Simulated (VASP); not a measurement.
Wanted: the native input for a VASP 6.6.1 run.

```yaml
Task: single point
Functional: PBE
Potentials_or_basis: VASP PAW PBE potentials, release 64 (Sn_d)
Cutoff: 520 eV
k_mesh: 6 × 6 × 6
Occupations: gaussian, width 0.1 eV
Spin: no spin polarisation
Dipole_correction: no
Further_INCAR_settings: ALGO = Fast; EDIFF = 1e-06; NBANDS = 51
```

The structure of Sn lies in POSCAR:

```
Sn
1.0
    6.2559988033      3.6119025931      1.6367287045
   -6.2559988033      3.6119025931      1.6367287045
    0.0000000000     -7.2238051862      1.6367287045
Sn
6
Direct
    0.5845000000      0.3510000000      0.2465000000
    0.2465000000      0.5845000000      0.3510000000
    0.3510000000      0.2465000000      0.5845000000
    0.4155000000      0.6490000000      0.7535000000
    0.7535000000      0.4155000000      0.6490000000
    0.6490000000      0.7535000000      0.4155000000
```

One way to write it, as run:

INCAR

```
  PREC = Accurate
  ENCUT = 520
  EDIFF = 1E-6
  ISMEAR = 0
  SIGMA = 0.1
  LREAL = False
  LASPH = True
  NELM = 100
  ALGO = Fast
  ISIF = 2
  LWAVE = False
  LCHARG = False
  GGA = PE
  NBANDS = 51
```

KPOINTS

```
regular mesh
0
Gamma
  6 6 6
```

Potentials or basis: VASP PAW PBE potentials, release 64 (Sn_d).

Launch:

```sh
$ cat potpaw_PBE.64/Sn_d/POTCAR > POTCAR
$ mpirun -np 1 vasp_std > vasp.out
```

Results of the run:

The pressure is 15.9 GPa and the largest force is 6.475 eV/Å. The band gap on the k mesh is zero (band 42 reaches 5.21 eV, above the bottom of band 43 at 4.01 eV).

Caveat: spin-orbit coupling is left out, which moves the levels of the heavy elements; forces of over 1 eV/Å act on the atoms, so gaps and moduli don't describe the material at rest.

Wall time 7.2 min on 1 thread of AMD EPYC 9R45 96-Core Processor (Zen 5), on a shared host, peak memory 0.55 GiB.
